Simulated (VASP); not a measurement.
Here is a VASP 6.6.1 calculation.

INCAR

```
PREC = Accurate
ENCUT = 520
EDIFF = 1E-6
ISMEAR = 0
SIGMA = 0.15
LREAL = F
LASPH = T
NELM = 150
ALGO = Fast
ISIF = 2
LWAVE = F
LCHARG = F
ISPIN = 2
MAGMOM = 0.73 0.73
LORBIT = 11
LMAXMIX = 4
GGA = PS
NBANDS = 21
```

The input KPOINTS:

```
Automatic mesh
0
Gamma
  24 24 18
```

File POSCAR:

```
Ni
1.0
    0.0000000000     -1.7315750128     -1.7315750128
    0.0000000000      1.7315750128     -1.7315750128
    3.4631500256      0.0000000000      0.0000000000
Ni
2
Direct
    0.5000000000      0.5000000000      0.5324848762
    0.0000000000      0.0000000000     -0.0324848762
```

Potentials or basis: VASP PAW PBE potentials, release 64 (Ni).

Command:

```bash
$ cat potpaw_PBE.64/Ni/POTCAR > POTCAR
$ mpirun -np 1 vasp_std > vasp.out
```

Task: What does it give for the net moment?

Result: 1.22 μB per cell.

Task: What does it give for the site moments?

Result: Ni +0.61 μB.

Stress tensor (GPa, compression positive):
```
6.62 0.00 0.00
0.00 7.82 0.00
0.00 0.00 7.82
```

Caveat: the cell differs from its parent crystal (atoms displaced along a vibrational mode); the cell stands under pressure; the PAW data sets were made with another functional, which shifts forces and pressure a little.
